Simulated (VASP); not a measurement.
# Sb (R-3m) in VASP: single point with PBEsol

Aim: the single point of Sb with PBEsol.

Program: VASP 6.6.1. These are calculated values, not measurements. Logs are shortened: lines on timing, memory, paths and dates and some standing lists are left out, and cuts for length are marked.

### 1 The cell of the first run

It takes space group R-3m (No. 166, trigonal). Conventional cell: a = 4.301 Å, b = 4.301 Å, c = 11.232 Å, α = 90.00°, β = 90.00°, γ = 120.00°. Within 3.8 Å of Sb (site symmetry 3m) lie 6 Sb at 2.90 to 3.34 Å.

### 2 Single point, PBEsol

INCAR

```
SYSTEM = Sb
PREC = Accurate ; ENCUT = 500
EDIFF = 1E-6 ; ISMEAR = 0
SIGMA = 0.15 ; LREAL = .FALSE.
LASPH = .TRUE. ; NELM = 120
ALGO = Normal ; ISIF = 2
LWAVE = .FALSE. ; LCHARG = .FALSE.
GGA = PS ; NBANDS = 22
GGA_COMPAT = .FALSE.
```

KPOINTS

```
Automatic mesh
0
G
  12 12 12
  0 0 0
```

POSCAR

```
Sb
1.0
    2.1506003320      1.2416496806      3.7440000000
   -2.1506003320      1.2416496806      3.7440000000
    0.0000000000     -2.4832993611      3.7440000000
Sb
2
Direct
    0.2336400000      0.2336400000      0.2336400000
    0.7663600000      0.7663600000      0.7663600000
```

Potentials or basis: VASP PAW PBE potentials, release 64 (Sb_d_GW).

Started as:

```bash
$ cat potpaw_PBE.64/Sb_d_GW/POTCAR > POTCAR
$ mpirun -np 1 vasp_std > vasp.out
```

OUTCAR:

```text
SYSTEM = Sb
   PREC = Accurate
   ENCUT = 500
   EDIFF = 1E-6
   ISMEAR = 0
   LREAL = .FALSE.
   LASPH = .TRUE.
   NELM = 120
   ISIF = 2
   GGA = PS

 ion  position               nearest neighbor table
   1  0.234  0.234  0.234-   2 2.90   2 2.90   2 2.90   2 3.34   2 3.34   2 3.34
   2  0.766  0.766  0.766-   1 2.90   1 2.90   1 2.90   1 3.34   1 3.34   1 3.34

  LATTYP: Found a trigonal (rhomboedric) cell.
 ALAT       =     4.4926953733
 COS(alpha) =     0.5417151843

  Lattice vectors:

 A1 = (   2.1506003320,   1.2416496806,   3.7440000000)
 A2 = (  -2.1506003320,   1.2416496806,   3.7440000000)
 A3 = (   0.0000000000,  -2.4832993611,   3.7440000000)

Analysis of symmetry for initial positions (statically):
=====================================================================
 Subroutine PRICEL returns:
 Original cell was already a primitive cell.

 Routine SETGRP: Setting up the symmetry group for a
 trigonal (rhombohedral) supercell.

 Subroutine GETGRP returns: Found 12 space group operations
 (whereof 12 operations were pure point group operations)
 out of a pool of 12 trial point group operations.

The static configuration has the point symmetry D_3d.

Analysis of symmetry for dynamics (positions and initial velocities):
=====================================================================
 Subroutine PRICEL returns:
 Original cell was already a primitive cell.

 Routine SETGRP: Setting up the symmetry group for a
 trigonal (rhombohedral) supercell.

 Subroutine GETGRP returns: Found 12 space group operations
 (whereof 12 operations were pure point group operations)
 out of a pool of 12 trial point group operations.

The dynamic configuration has the point symmetry D_3d.

 Subroutine INISYM returns: Found 12 space group operations
 (whereof 12 operations are pure point group operations),
 and found     1 'primitive' translations

----------------------------------------------------------------------------------------

                                     Primitive cell

  volume of cell :      59.9854

  direct lattice vectors                    reciprocal lattice vectors
     2.150600332  1.241649681  3.744000000     0.232493222  0.134230024  0.089031339
    -2.150600332  1.241649681  3.744000000    -0.232493222  0.134230024  0.089031339
     0.000000000 -2.483299361  3.744000000     0.000000000 -0.268460048  0.089031339

  length of vectors
     4.492695373  4.492695373  4.492695373     0.282838075  0.282838075  0.282838075

  position of ions in fractional coordinates (direct lattice)
     0.233640000  0.233640000  0.233640000
     0.766360000  0.766360000  0.766360000

  ion indices of the primitive-cell ions
   primitive index   ion index
                 1           1
                 2           2

----------------------------------------------------------------------------------------

 KPOINTS: Automatic mesh

Automatic generation of k-mesh.
 Grid dimensions read from file:
 generate k-points for:   12   12   12

 Generating k-lattice:

  Cartesian coordinates                     Fractional coordinates (reciprocal lattice)
     0.019374435  0.011185835  0.007419278     0.083333333  0.000000000  0.000000000
    -0.019374435  0.011185835  0.007419278     0.000000000  0.083333333  0.000000000
     0.000000000 -0.022371671  0.007419278     0.000000000  0.000000000  0.083333333

  Length of vectors
     0.023569840  0.023569840  0.023569840

  Shift w.r.t. Gamma in fractional coordinates (k-lattice)
     0.000000000  0.000000000  0.000000000

 Subroutine IBZKPT returns following result:
 ===========================================

 Found    189 irreducible k-points:

 Following reciprocal coordinates:
            Coordinates               Weight
  0.000000  0.000000  0.000000      1.000000
  0.083333  0.000000 -0.000000      6.000000
  0.166667  0.000000  0.000000      6.000000
  0.250000  0.000000  0.000000      6.000000
  0.333333  0.000000  0.000000      6.000000
  0.416667  0.000000  0.000000      6.000000
[... 16 lines left out ...]
  0.500000  0.166667  0.000000     12.000000
 -0.416667  0.166667  0.000000     12.000000
 [... further k-points ...]
   k-points           NKPTS =    189   k-points in BZ     NKDIM =    189   number of bands    NBANDS=     22
   number of dos      NEDOS =    301   number of ions     NIONS =      2
   total plane-waves  NPLWV =  46656
   dimension x,y,z NGX =    36 NGY =   36 NGZ =   36
   dimension x,y,z NGXF=    72 NGYF=   72 NGZF=   72
   ions per type =               2
   NGX,Y,Z   is equivalent  to a cutoff of  13.32, 13.32, 13.32 a.u.
   NGXF,Y,Z  is equivalent  to a cutoff of  26.64, 26.64, 26.64 a.u.
 SYSTEM =  Sb
   PREC   = accura    normal or accurate (medium, high low for compatibility)
   ISTART =      0    job   : 0-new  1-cont  2-samecut
   ICHARG =      2    charge: 1-file 2-atom 10-const
   ISPIN  =      1    spin polarized calculation?
   LNONCOLLINEAR =      F non collinear calculations
   LSORBIT =      F    spin-orbit coupling
   LASPH  =      T    aspherical Exc in radial PAW
   ENCUT  =  500.0 eV  36.75 Ry    6.06 a.u.   8.19  8.19  8.19*2*pi/ulx,y,z
   NELM   =    120;   NELMIN=  2; NELMDL= -5     # of ELM steps
   EDIFF  = 0.1E-05   stopping-criterion for ELM
   LREAL  =      F    real-space projection
   EDIFFG = 0.1E-04   stopping-criterion for IOM
   NSW    =      0    number of steps for IOM
   IBRION =     -1    ionic relax: 0-MD 1-quasi-New 2-CG
   NFREE  =      0    steps in history (QN), initial steepest desc. (CG)
   ISIF   =      2    stress and relaxation
   ISYM   =      2    0-nonsym 1-usesym 2-fastsym
   POTIM  = 0.5000    time-step for ionic-motion
   TEBEG  =    0.0;   TEEND  =   0.0 temperature during run
   PSTRESS=    0.0 pullay stress
   NELECT =      30.0000    total number of electrons
   NUPDOWN=      -1.0000    fix difference up-down
   EMIN   =  10.00;   EMAX   =-10.00  energy-range for DOS
   EFERMI =   0.00;   METHOD = LEGACY
   ISMEAR =     0;   SIGMA  =   0.15  broadening in eV -4-tet -1-fermi 0-gaus
   EFERMI_NEDOS =   21; number of points for ismear=-14 and -15
   IALGO  =     38    algorithm
   IMIX   =      4    mixing-type and parameters
     AMIX     =   0.40;   BMIX     =  1.00
     AMIX_MAG =   1.60;   BMIX_MAG =  1.00
  volume/ion in A,a.u.               =      29.99       202.40
  Fermi-wavevector in a.u.,A,eV,Ry     =   1.299471  2.455644 22.975140  1.688625
  Thomas-Fermi vector in A             =   2.430733
   LORBIT       =      0    0 simple, 1 ext, 2 COOP (PROOUT), +10 PAW based schemes
   GGA     = PS    functional components
   LHFCALC =     F    Hartree Fock is set to
   AEXX    =    0.0000 exact exchange contribution
   IVDW    =     0    specifies the selected vdW correction
   LEPSILON=     F    determine dielectric tensor
   LRPA    =     F    only Hartree local field effects (RPA)
 non-spin polarized calculation
 Gauss-broadening in eV      SIGMA  =   0.15
  energy-cutoff  :      500.00
  volume of cell :       59.99
 maximum number of plane-waves:      1536
 NGX is ok and might be reduce to    36
   NGX = 17   NGY = 17   NGZ = 17

 number of electron      30.0000006 magnetization

 Free energy of the ion-electron system (eV)
  ---------------------------------------------------
  ext. energy  EPLUGINS =         0.00000000
  ---------------------------------------------------
  free energy    TOTEN  =        -9.15961437 eV

  energy without entropy =       -9.15788342  energy(sigma->0) =       -9.15874889

 E-fermi :   5.2553     XC(G=0): -10.0936

 val. band max:        5.1527125487   @ k =   0.4167   0.3333   0.3333
 cond. band min:       5.3173899171   @ k =   0.4167   0.0833   0.0833
 fundamental gap:      0.1646773684
 Fermi energy:         5.2553067247

 k-point     1 :       0.0000    0.0000    0.0000
  band No.  band energies     occupation
      1     -24.0894      2.00000
      2     -24.0894      2.00000
      3     -23.9981      2.00000
      4     -23.9981      2.00000
      5     -23.9739      2.00000
      6     -23.8814      2.00000
[... 14 lines left out ...]
     21      10.5227      0.00000
     22      11.7529      0.00000

 k-point     2 :       0.0833    0.0000   -0.0000
  band No.  band energies     occupation
      1     -24.0865      2.00000
      2     -24.0853      2.00000
      3     -23.9967      2.00000
      4     -23.9957      2.00000
      5     -23.9721      2.00000
      6     -23.8833      2.00000
[... 14 lines left out ...]
     21      10.4063      0.00000
     22      12.3894      0.00000

 k-point     3 :       0.1667    0.0000    0.0000
  band No.  band energies     occupation
      1     -24.0783      2.00000
      2     -24.0733      2.00000
      3     -23.9928      2.00000
      4     -23.9888      2.00000
      5     -23.9668      2.00000
      6     -23.8888      2.00000
[... 14 lines left out ...]
     21      10.7023      0.00000
     22      13.6619      0.00000

 k-point     4 :       0.2500    0.0000    0.0000
  band No.  band energies     occupation
      1     -24.0659      2.00000
      2     -24.0543      2.00000
      3     -23.9873      2.00000
      4     -23.9782      2.00000
      5     -23.9582      2.00000
      6     -23.8977      2.00000
[... 14 lines left out ...]
     21      11.3746      0.00000
     22      15.2636      0.00000

 k-point     5 :       0.3333    0.0000    0.0000
  band No.  band energies     occupation
      1     -24.0520      2.00000
      2     -24.0301      2.00000
      3     -23.9816      2.00000
      4     -23.9648      2.00000
      5     -23.9470      2.00000
      6     -23.9126      2.00000
[... 417 lines left out ...]
 k-point    22 :       0.4167    0.1667   -0.0000
  band No.  band energies     occupation
      1     -24.0610      2.00000
      2     -24.0078      2.00000
      3     -23.9772      2.00000
      4     -23.9681      2.00000
      5     -23.9376      2.00000
      6     -23.9255      2.00000
[... 14 lines left out ...]
     21      14.1682      0.00000
     22      14.6427      0.00000

 k-point    23 :       0.5000    0.1667    0.0000
  band No.  band energies     occupation
      1     -24.0508      2.00000
      2     -23.9908      2.00000
      3     -23.9696      2.00000
      4     -23.9618      2.00000
      5     -23.9391      2.00000
      6     -23.9267      2.00000
[... 14 lines left out ...]
     21      14.3181      0.00000
     22      14.4454      0.00000

 k-point    24 :      -0.4167    0.1667    0.0000
  band No.  band energies     occupation
      1     -24.0494      2.00000
      2     -23.9747      2.00000
      3     -23.9704      2.00000
      4     -23.9587      2.00000
      5     -23.9424      2.00000
      6     -23.9381      2.00000
[... 14 lines left out ...]
     21      13.0654      0.00000
     22      15.4547      0.00000

 [... further k-points ...]

------------------------ aborting loop because EDIFF is reached ----------------------------------------

  FORCE on cell =-STRESS in cart. coord.  units (eV):
  Direction    XX          YY          ZZ          XY          YZ          ZX
  --------------------------------------------------------------------------------------
  -------------------------------------------------------------------------------------
  Total        0.1773514      0.1773514     -0.0077642     -0.0000000     -0.0000000      0.0000000
  in kB        4.7369549      4.7369549     -0.2073772     -0.0000000     -0.0000000      0.0000000
  external PRESSURE =       3.0888442 kB  Pullay stress =       0.0000000 kB

 VOLUME and BASIS-vectors are now :
 -----------------------------------------------------------------------------
  energy-cutoff  :      500.00
  volume of cell :       59.99
      direct lattice vectors                 reciprocal lattice vectors
     2.150600332  1.241649681  3.744000000     0.232493222  0.134230024  0.089031339
    -2.150600332  1.241649681  3.744000000    -0.232493222  0.134230024  0.089031339
     0.000000000 -2.483299361  3.744000000     0.000000000 -0.268460048  0.089031339

 POSITION                                       TOTAL-FORCE (eV/Angst)
 -----------------------------------------------------------------------------------
      0.00000      0.00000      2.62424         0.000000      0.000000      0.164011
      0.00000      0.00000      8.60776         0.000000     -0.000000     -0.164011
 -----------------------------------------------------------------------------------
    total drift:                               -0.000000      0.000000      0.000000

  FREE ENERGIE OF THE ION-ELECTRON SYSTEM (eV)
  ---------------------------------------------------
  free  energy   TOTEN  =        -9.1596143660 eV

  energy  without entropy=       -9.1578834175  energy(sigma->0) =       -9.15874889
```

Run time: 3.8 min. Hardware: 1 thread of Intel Xeon Platinum 8488C (Sapphire Rapids), shared host; peak memory 0.38 GiB.

Results:

```yaml
Free_energy: -9.1596 eV
Pressure: 0.3 GPa
Largest_force: 0.164 eV/Å
Band_gap_on_the_k_mesh: zero (bands 15 and 16 overlap by 0.29 eV)
```

Forces on the atoms (eV/Å):
```
Sb   0.000  0.000  0.164
Sb   0.000  0.000 -0.164
```

Stress tensor (GPa, compression positive):
```
 0.47  0.00  0.00
 0.00  0.47  0.00
 0.00  0.00 -0.02
```

Caveat: the PAW data sets were made with another functional, which shifts forces and pressure a little; spin-orbit coupling is left out, which moves the levels of the heavy elements.

The gap in the log of VASP goes by the Fermi energy; the results here count the filled bands.